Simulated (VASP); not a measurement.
# TlCl (Pm-3m) in VASP: notebook

The runs below take TlCl through single point, with r2SCAN.

All numbers are computed with VASP 6.6.1; they aren't measurements. Logs are shortened: lines on timing, memory, paths and dates and some standing lists are left out, and cuts for length are marked.

### Step 1. The cell of the first run

Symmetry: Pm-3m, No. 221, cubic system. The conventional cell has a = 3.634 Å, b = 3.634 Å, c = 3.634 Å, α = 90.00°, β = 90.00°, γ = 90.00°. Within 4.1 Å of Tl (site symmetry m-3m) lie 8 Cl at 3.15 Å and 6 Tl at 3.63 Å. Within 4.1 Å of Cl (site symmetry m-3m) lie 8 Tl at 3.15 Å and 6 Cl at 3.63 Å.

### Step 2. Single point, r2SCAN

POSCAR

```
TlCl
1.0
    3.6338434493      0.0000000000      0.0000000000
    0.0000000000      3.6338434493      0.0000000000
    0.0000000000      0.0000000000      3.6338434493
Tl Cl
1 1
Direct
    0.0000000000      0.0000000000      0.0000000000
    0.5000000000      0.5000000000      0.5000000000
```

INCAR.step1

```
SYSTEM = TlCl
PREC = Accurate
ENCUT = 550
ISMEAR = 0
SIGMA = 0.01
LREAL = .FALSE.
LASPH = .TRUE.
NELM = 120
NBANDS = 17
GGA = PE
ALGO = Normal
EDIFF = 1E-5
LWAVE = .TRUE.
LCHARG = .FALSE.
GGA_COMPAT = .FALSE.
```

INCAR.step2

```
SYSTEM = TlCl
PREC = Accurate
ENCUT = 550
EDIFF = 1E-6
ISMEAR = 0
SIGMA = 0.01
LREAL = .FALSE.
LASPH = .TRUE.
NELM = 120
ALGO = Normal
ISIF = 2
LWAVE = .FALSE.
LCHARG = .FALSE.
METAGGA = R2SCAN
LMIXTAU = .TRUE.
NBANDS = 17
ISTART = 1
GGA_COMPAT = .FALSE.
```

KPOINTS

```
Automatic mesh
0
G
  6 6 6
  0 0 0
```

Potentials or basis: VASP PAW PBE potentials, release 64 (Tl_d, Cl).

Started as:

```console
cat potpaw_PBE.64/Tl_d/POTCAR potpaw_PBE.64/Cl/POTCAR > POTCAR
cp INCAR.step1 INCAR
mpirun -np 1 vasp_std > vasp.out
cp INCAR.step2 INCAR
mpirun -np 1 vasp_std > vasp.out
```

OUTCAR:

```text
SYSTEM = TlCl
   PREC = Accurate
   ENCUT = 550
   EDIFF = 1E-6
   ISMEAR = 0
   LREAL = .FALSE.
   LASPH = .TRUE.
   NELM = 120
   ISIF = 2
   METAGGA = R2SCAN
   ISTART = 1

 ion  position               nearest neighbor table
   1  0.000  0.000  0.000-   2 3.15   2 3.15   2 3.15   2 3.15   2 3.15   2 3.15   2 3.15   2 3.15

   2  0.500  0.500  0.500-   1 3.15   1 3.15   1 3.15   1 3.15   1 3.15   1 3.15   1 3.15   1 3.15

  LATTYP: Found a simple cubic cell.
 ALAT       =     3.6338434493

  Lattice vectors:

 A1 = (   3.6338434493,   0.0000000000,   0.0000000000)
 A2 = (   0.0000000000,   3.6338434493,   0.0000000000)
 A3 = (   0.0000000000,   0.0000000000,   3.6338434493)

Analysis of symmetry for initial positions (statically):
=====================================================================
 Subroutine PRICEL returns:
 Original cell was already a primitive cell.

 Routine SETGRP: Setting up the symmetry group for a
 simple cubic supercell.

 Subroutine GETGRP returns: Found 48 space group operations
 (whereof 48 operations were pure point group operations)
 out of a pool of 48 trial point group operations.

The static configuration has the point symmetry O_h .

Analysis of symmetry for dynamics (positions and initial velocities):
=====================================================================
 Subroutine PRICEL returns:
 Original cell was already a primitive cell.

 Routine SETGRP: Setting up the symmetry group for a
 simple cubic supercell.

 Subroutine GETGRP returns: Found 48 space group operations
 (whereof 48 operations were pure point group operations)
 out of a pool of 48 trial point group operations.

The dynamic configuration has the point symmetry O_h .

 Subroutine INISYM returns: Found 48 space group operations
 (whereof 48 operations are pure point group operations),
 and found     1 'primitive' translations

----------------------------------------------------------------------------------------

                                     Primitive cell

  volume of cell :      47.9842

  direct lattice vectors                    reciprocal lattice vectors
     3.633843449  0.000000000  0.000000000     0.275190721  0.000000000  0.000000000
     0.000000000  3.633843449  0.000000000     0.000000000  0.275190721  0.000000000
     0.000000000  0.000000000  3.633843449     0.000000000  0.000000000  0.275190721

  length of vectors
     3.633843449  3.633843449  3.633843449     0.275190721  0.275190721  0.275190721

  position of ions in fractional coordinates (direct lattice)
     0.000000000  0.000000000  0.000000000
     0.500000000  0.500000000  0.500000000

  ion indices of the primitive-cell ions
   primitive index   ion index
                 1           1
                 2           2

----------------------------------------------------------------------------------------

 KPOINTS: Automatic mesh

Automatic generation of k-mesh.
 Grid dimensions read from file:
 generate k-points for:    6    6    6

 Generating k-lattice:

  Cartesian coordinates                     Fractional coordinates (reciprocal lattice)
     0.045865120  0.000000000  0.000000000     0.166666667  0.000000000  0.000000000
     0.000000000  0.045865120  0.000000000     0.000000000  0.166666667  0.000000000
     0.000000000  0.000000000  0.045865120     0.000000000  0.000000000  0.166666667

  Length of vectors
     0.045865120  0.045865120  0.045865120

  Shift w.r.t. Gamma in fractional coordinates (k-lattice)
     0.000000000  0.000000000  0.000000000

 Subroutine IBZKPT returns following result:
 ===========================================

 Found     20 irreducible k-points:

 Following reciprocal coordinates:
            Coordinates               Weight
  0.000000  0.000000  0.000000      1.000000
  0.166667  0.000000  0.000000      6.000000
  0.333333  0.000000  0.000000      6.000000
  0.500000  0.000000  0.000000      3.000000
  0.166667  0.166667  0.000000     12.000000
  0.333333  0.166667  0.000000     24.000000
[... 12 lines left out ...]
  0.500000  0.500000  0.333333      6.000000
  0.500000  0.500000  0.500000      1.000000
   k-points           NKPTS =     20   k-points in BZ     NKDIM =     20   number of bands    NBANDS=     17
   number of dos      NEDOS =    301   number of ions     NIONS =      2
   total plane-waves  NPLWV =  21952
   dimension x,y,z NGX =    28 NGY =   28 NGZ =   28
   dimension x,y,z NGXF=    56 NGYF=   56 NGZF=   56
   ions per type =               1   1
   NGX,Y,Z   is equivalent  to a cutoff of  12.81, 12.81, 12.81 a.u.
   NGXF,Y,Z  is equivalent  to a cutoff of  25.62, 25.62, 25.62 a.u.
 SYSTEM =  TlCl
   PREC   = accura    normal or accurate (medium, high low for compatibility)
   ISTART =      1    job   : 0-new  1-cont  2-samecut
   ICHARG =      0    charge: 1-file 2-atom 10-const
   ISPIN  =      1    spin polarized calculation?
   LNONCOLLINEAR =      F non collinear calculations
   LSORBIT =      F    spin-orbit coupling
   LASPH  =      T    aspherical Exc in radial PAW
   ENCUT  =  550.0 eV  40.42 Ry    6.36 a.u.   6.95  6.95  6.95*2*pi/ulx,y,z
   NELM   =    120;   NELMIN=  2; NELMDL=  0     # of ELM steps
   EDIFF  = 0.1E-05   stopping-criterion for ELM
   LREAL  =      F    real-space projection
   EDIFFG = 0.1E-04   stopping-criterion for IOM
   NSW    =      0    number of steps for IOM
   IBRION =     -1    ionic relax: 0-MD 1-quasi-New 2-CG
   NFREE  =      0    steps in history (QN), initial steepest desc. (CG)
   ISIF   =      2    stress and relaxation
   ISYM   =      2    0-nonsym 1-usesym 2-fastsym
   POTIM  = 0.5000    time-step for ionic-motion
   TEBEG  =    0.0;   TEEND  =   0.0 temperature during run
   PSTRESS=    0.0 pullay stress
   NELECT =      20.0000    total number of electrons
   NUPDOWN=      -1.0000    fix difference up-down
   EMIN   =  10.00;   EMAX   =-10.00  energy-range for DOS
   EFERMI =   0.00;   METHOD = LEGACY
   ISMEAR =     0;   SIGMA  =   0.01  broadening in eV -4-tet -1-fermi 0-gaus
   EFERMI_NEDOS =   21; number of points for ismear=-14 and -15
   IALGO  =     38    algorithm
   IMIX   =      4    mixing-type and parameters
     AMIX     =   0.40;   BMIX     =  1.00
     AMIX_MAG =   1.60;   BMIX_MAG =  1.00
  volume/ion in A,a.u.               =      23.99       161.91
  Fermi-wavevector in a.u.,A,eV,Ry     =   1.222884  2.310916 20.346770  1.495445
  Thomas-Fermi vector in A             =   2.358015
   LORBIT       =      0    0 simple, 1 ext, 2 COOP (PROOUT), +10 PAW based schemes
   METAGGA = R2SCAN    functional components
   LHFCALC =     F    Hartree Fock is set to
   AEXX    =    0.0000 exact exchange contribution
   IVDW    =     0    specifies the selected vdW correction
   LEPSILON=     F    determine dielectric tensor
   LRPA    =     F    only Hartree local field effects (RPA)
 non-spin polarized calculation
 Gauss-broadening in eV      SIGMA  =   0.01
  energy-cutoff  :      550.00
  volume of cell :       47.98
 maximum number of plane-waves:      1422
 NGX is ok and might be reduce to    28
   NGX = 13   NGY = 13   NGZ = 13

 number of electron      19.9999994 magnetization

 Free energy of the ion-electron system (eV)
  ---------------------------------------------------
  ext. energy  EPLUGINS =         0.00000000
  ---------------------------------------------------
  free energy    TOTEN  =       -61.38983932 eV

  energy without entropy =      -61.38983932  energy(sigma->0) =      -61.38983932

 E-fermi :   4.5587     XC(G=0): -10.4768

 val. band max:        4.5033571951   @ k =   0.5000   0.0000   0.0000
 cond. band min:       6.5551273675   @ k =   0.5000   0.0000   0.0000
 fundamental gap:      2.0517701724
 Fermi energy:         4.5587350025

 k-point     1 :       0.0000    0.0000    0.0000
  band No.  band energies     occupation
      1     -11.1315      2.00000
      2      -6.3085      2.00000
      3      -6.3085      2.00000
      4      -5.9185      2.00000
      5      -5.9185      2.00000
      6      -5.9185      2.00000
[... 9 lines left out ...]
     16      19.4010      0.00000
     17      19.4010      0.00000

 k-point     2 :       0.1667    0.0000    0.0000
  band No.  band energies     occupation
      1     -11.0357      2.00000
      2      -6.3018      2.00000
      3      -6.2424      2.00000
      4      -5.9555      2.00000
      5      -5.9555      2.00000
      6      -5.9151      2.00000
[... 9 lines left out ...]
     16      19.3402      0.00000
     17      19.4192      0.00000

 k-point     3 :       0.3333    0.0000    0.0000
  band No.  band energies     occupation
      1     -10.8298      2.00000
      2      -6.2884      2.00000
      3      -6.1228      2.00000
      4      -6.0277      2.00000
      5      -6.0277      2.00000
      6      -5.9084      2.00000
[... 9 lines left out ...]
     16      17.8477      0.00000
     17      19.2185      0.00000

 k-point     4 :       0.5000    0.0000    0.0000
  band No.  band energies     occupation
      1     -10.7184      2.00000
      2      -6.2817      2.00000
      3      -6.0733      2.00000
      4      -6.0629      2.00000
      5      -6.0629      2.00000
      6      -5.9050      2.00000
[... 9 lines left out ...]
     16      19.1583      0.00000
     17      20.5286      0.00000
[... 263 lines left out ...]
      1     -10.3941      2.00000
      2      -6.2041      2.00000
      3      -6.1485      2.00000
      4      -6.0597      2.00000
      5      -5.9320      2.00000
      6      -5.8513      2.00000
[... 9 lines left out ...]
     16      18.0259      0.00000
     17      22.1775      0.00000

 k-point    19 :       0.5000    0.5000    0.3333
  band No.  band energies     occupation
      1     -10.3204      2.00000
      2      -6.1972      2.00000
      3      -6.1972      2.00000
      4      -6.1628      2.00000
      5      -5.8905      2.00000
      6      -5.8018      2.00000
[... 9 lines left out ...]
     16      18.5767      0.00000
     17      22.2630      0.00000

 k-point    20 :       0.5000    0.5000    0.5000
  band No.  band energies     occupation
      1     -10.2326      2.00000
      2      -6.2533      2.00000
      3      -6.2533      2.00000
      4      -6.2533      2.00000
      5      -5.8001      2.00000
      6      -5.8001      2.00000
[... 9 lines left out ...]
     16      19.2043      0.00000
     17      22.4006      0.00000

------------------------ aborting loop because EDIFF is reached ----------------------------------------

  FORCE on cell =-STRESS in cart. coord.  units (eV):
  Direction    XX          YY          ZZ          XY          YZ          ZX
  --------------------------------------------------------------------------------------
  -------------------------------------------------------------------------------------
  Total        2.0770670      2.0770670      2.0770670     -0.0000000     -0.0000000      0.0000000
  in kB       69.3525532     69.3525532     69.3525532     -0.0000000     -0.0000000      0.0000000
  external PRESSURE =      69.3525532 kB  Pullay stress =       0.0000000 kB

 VOLUME and BASIS-vectors are now :
 -----------------------------------------------------------------------------
  energy-cutoff  :      550.00
  volume of cell :       47.98
      direct lattice vectors                 reciprocal lattice vectors
     3.633843449  0.000000000  0.000000000     0.275190721  0.000000000  0.000000000
     0.000000000  3.633843449  0.000000000     0.000000000  0.275190721  0.000000000
     0.000000000  0.000000000  3.633843449     0.000000000  0.000000000  0.275190721

 POSITION                                       TOTAL-FORCE (eV/Angst)
 -----------------------------------------------------------------------------------
      0.00000      0.00000      0.00000         0.000000      0.000000      0.000000
      1.81692      1.81692      1.81692         0.000000      0.000000      0.000000
 -----------------------------------------------------------------------------------
    total drift:                               -0.000000      0.000000      0.000000

  FREE ENERGIE OF THE ION-ELECTRON SYSTEM (eV)
  ---------------------------------------------------
  free  energy   TOTEN  =       -61.3898393198 eV

  energy  without entropy=      -61.3898393198  energy(sigma->0) =      -61.38983932
```

Wall time 48 s (1 thread of Intel Xeon 6975P-C, shared host); peak memory 0.17 GiB.

What came out:

```
Free energy            : -61.3898 eV
Pressure               : 6.9 GPa
Band gap on the k mesh : 2.05 eV, direct
```

Caveat: the PAW data sets were made with another functional, which shifts forces and pressure a little; spin-orbit coupling is left out, which moves the levels of the heavy elements. A k mesh can miss the band edges.

### Step 3. Single point, r2SCAN

This run uses another cell than the first one, of 25.38 Å³/atom, 1.058 times its volume.

POSCAR

```
TlCl
1.0
    3.7026426367      0.0000000000      0.0000000000
    0.0000000000      3.7026426367      0.0000000000
    0.0000000000      0.0000000000      3.7026426367
Tl Cl
1 1
Direct
    0.0000000000      0.0000000000      0.0000000000
    0.5000000000      0.5000000000      0.5000000000
```

INCAR.step1

```
PREC = Accurate
ENCUT = 550
ISMEAR = 0
SIGMA = 0.01
LREAL = F
LASPH = T
NELM = 120
NBANDS = 17
GGA = PE
ALGO = Normal
EDIFF = 1E-5
LWAVE = T
LCHARG = F
GGA_COMPAT = F
```

INCAR.step2

```
PREC = Accurate
ENCUT = 550
EDIFF = 1E-6
ISMEAR = 0
SIGMA = 0.01
LREAL = F
LASPH = T
NELM = 120
ALGO = Normal
ISIF = 2
LWAVE = F
LCHARG = F
METAGGA = R2SCAN
LMIXTAU = T
NBANDS = 17
ISTART = 1
GGA_COMPAT = F
```

KPOINTS

```
regular mesh
0
Gamma
  6 6 6
```

Potentials or basis: VASP PAW PBE potentials, release 64 (Tl_d, Cl).

Started as:

```console
cat potpaw_PBE.64/Tl_d/POTCAR potpaw_PBE.64/Cl/POTCAR > POTCAR
cp INCAR.step1 INCAR
mpirun -np 1 vasp_std > vasp.out
cp INCAR.step2 INCAR
mpirun -np 1 vasp_std > vasp.out
```

Run time: 49 s. Hardware: 1 thread of Intel Xeon 6975P-C, shared host; peak memory 0.17 GiB.

The run converged. Its results:

| Quantity | Value |
| --- | --- |
| Free energy | -61.4841 eV |
| Pressure | 3.9 GPa |
| Band gap on the k mesh | 2.22 eV, direct |

Levels at points of the mesh, in eV from the valence-band top:
| k point | band 6 | band 7 | band 8 | band 9 | band 10 | band 11 | band 12 | band 13 | band 14 | band 15 |
| --- | --- | --- | --- | --- | --- | --- | --- | --- | --- | --- |
| (0.00, 0.00, 0.00) | -10.26 | -4.80 | -2.17 | -2.17 | -2.17 | 8.06 | 8.06 | 8.74 | 8.74 | 8.74 |
| (0.50, 0.00, 0.00) | -10.25 | -6.26 | -1.63 | -1.63 | 0.00 | 2.22 | 7.00 | 7.00 | 8.87 | 12.44 |
| (0.50, 0.50, 0.00) | -10.16 | -3.89 | -3.89 | -3.56 | -1.61 | 5.37 | 5.37 | 8.98 | 9.41 | 12.01 |
| (0.50, 0.50, 0.50) | -10.16 | -2.71 | -2.71 | -2.71 | -2.05 | 2.45 | 2.45 | 2.45 | 14.36 | 14.36 |

Caveat: the PAW data sets were made with another functional, which shifts forces and pressure a little; spin-orbit coupling is left out, which moves the levels of the heavy elements. r2SCAN opens gaps a little over a GGA but as a rule still falls short of measured ones.

### Step 4. Single point, r2SCAN

This run uses another cell than the first one, of 25.38 Å³/atom, 1.058 times its volume.

POSCAR is that of step 3.

INCAR.step1

```
SYSTEM = TlCl
ALGO = Normal ; EDIFF = 1E-5
ENCUT = 550 ; GGA = PE
GGA_COMPAT = .False. ; ISMEAR = 0
LASPH = .True. ; LCHARG = .False.
LREAL = .False. ; LWAVE = .True.
NBANDS = 17 ; NELM = 120
PREC = Accurate ; SIGMA = 0.01
```

INCAR.step2

```
SYSTEM = TlCl
ALGO = Normal ; EDIFF = 1E-6
ENCUT = 550 ; GGA_COMPAT = .False.
ISIF = 2 ; ISMEAR = 0
ISTART = 1 ; LASPH = .True.
LCHARG = .True. ; LELF = .True.
LMIXTAU = .True. ; LREAL = .False.
LVHAR = .True. ; LWAVE = .False.
METAGGA = R2SCAN ; NBANDS = 17
NELM = 120 ; PREC = Accurate
SIGMA = 0.01
```

KPOINTS

```
k-points
0
Gamma
  6 6 6
  0 0 0
```

Started as:

```console
cat potpaw_PBE.64/Tl_d/POTCAR potpaw_PBE.64/Cl/POTCAR > POTCAR
cp INCAR.step1 INCAR
mpirun -np 1 vasp_std > vasp.out
cp INCAR.step2 INCAR
mpirun -np 1 vasp_std > vasp.out
```

Run time: 41 s. Hardware: 1 thread of Intel Xeon 6975P-C, shared host; peak memory 0.17 GiB.

It converged, with:

```
Free energy            : -61.4841 eV
Pressure               : 3.9 GPa
Band gap on the k mesh : 2.22 eV, direct
```

Levels at points of the mesh, in eV from the valence-band top:
| k point | band 6 | band 7 | band 8 | band 9 | band 10 | band 11 | band 12 | band 13 | band 14 | band 15 |
| --- | --- | --- | --- | --- | --- | --- | --- | --- | --- | --- |
| (0.00, 0.00, 0.00) | -10.26 | -4.80 | -2.17 | -2.17 | -2.17 | 8.06 | 8.06 | 8.74 | 8.74 | 8.74 |
| (0.50, 0.00, 0.00) | -10.25 | -6.26 | -1.63 | -1.63 | 0.00 | 2.22 | 7.00 | 7.00 | 8.87 | 12.44 |
| (0.50, 0.50, 0.00) | -10.16 | -3.89 | -3.89 | -3.56 | -1.61 | 5.37 | 5.37 | 8.98 | 9.41 | 12.01 |
| (0.50, 0.50, 0.50) | -10.16 | -2.71 | -2.71 | -2.71 | -2.05 | 2.45 | 2.45 | 2.45 | 14.36 | 14.36 |

Caveat: the PAW data sets were made with another functional, which shifts forces and pressure a little; spin-orbit coupling is left out, which moves the levels of the heavy elements.

### Step 5. Single point, r2SCAN

This run uses another cell than the first one, of 26.61 Å³/atom, 1.109 times its volume.

POSCAR

```
TlCl
1.0
    3.7613918156      0.0000000000      0.0000000000
    0.0000000000      3.7613918156      0.0000000000
    0.0000000000      0.0000000000      3.7613918156
Tl Cl
1 1
Direct
    0.0000000000      0.0000000000      0.0000000000
    0.5000000000      0.5000000000      0.5000000000
```

INCAR.step1

```
ALGO = Normal
EDIFF = 1E-5
ENCUT = 550
GGA = PE
GGA_COMPAT = False
ISMEAR = 0
LASPH = True
LCHARG = False
LREAL = False
LWAVE = True
NBANDS = 17
NELM = 120
PREC = Accurate
SIGMA = 0.01
```

INCAR.step2

```
ALGO = Normal
EDIFF = 1E-6
ENCUT = 550
GGA_COMPAT = False
ISIF = 2
ISMEAR = 0
ISTART = 1
LASPH = True
LCHARG = True
LELF = True
LMIXTAU = True
LREAL = False
LVHAR = True
LWAVE = False
METAGGA = R2SCAN
NBANDS = 17
NELM = 120
PREC = Accurate
SIGMA = 0.01
```

KPOINTS

```
k-points
0
Gamma
  6 6 6
```

Started as:

```console
cat potpaw_PBE.64/Tl_d/POTCAR potpaw_PBE.64/Cl/POTCAR > POTCAR
cp INCAR.step1 INCAR
mpirun -np 1 vasp_std > vasp.out
cp INCAR.step2 INCAR
mpirun -np 1 vasp_std > vasp.out
```

It took 67 s on 1 thread of Intel Xeon 6975P-C, shared host; peak memory 0.18 GiB.

Results (log left out):

```
Free energy            : -61.5296 eV
Pressure               : 1.9 GPa
Band gap on the k mesh : 2.36 eV, direct
```

Levels at points of the mesh, in eV from the valence-band top:
```tsv
k point	band 7	band 8	band 9	band 10	band 11	band 12	band 13	band 14
(0.00, 0.00, 0.00)	-4.66	-1.91	-1.91	-1.91	8.21	8.21	8.56	8.56
(0.50, 0.00, 0.00)	-5.90	-1.42	-1.42	0.00	2.36	7.04	7.04	9.10
(0.50, 0.50, 0.00)	-3.50	-3.50	-3.44	-1.39	5.34	5.34	9.03	9.22
(0.50, 0.50, 0.50)	-2.43	-2.43	-2.43	-2.08	2.68	2.68	2.68	14.07
```

Caveat: the PAW data sets were made with another functional, which shifts forces and pressure a little; spin-orbit coupling is left out, which moves the levels of the heavy elements.

### Step 6. Overview

| cell | gap on the mesh (eV) | pressure (GPa) |
| --- | --- | --- |
| a = 3.634 Å, 2 atoms | 2.05 | 6.9 |
| a = 3.703 Å, 2 atoms | 2.22 | 3.9 |
| a = 3.761 Å, 2 atoms | 2.36 | 1.9 |

Alike in all rows: task single point; level r2SCAN; potentials or basis VASP PAW PBE potentials, release 64 (Tl_d, Cl); no spin polarisation; k mesh 6 × 6 × 6; cutoff (eV) 550; smearing gaussian 0.01 eV.

Caveats: the PAW data sets were made with another functional, which shifts forces and pressure a little; spin-orbit coupling is left out, which moves the levels of the heavy elements.

Absolute energies hang on the potentials; compare differences alone.
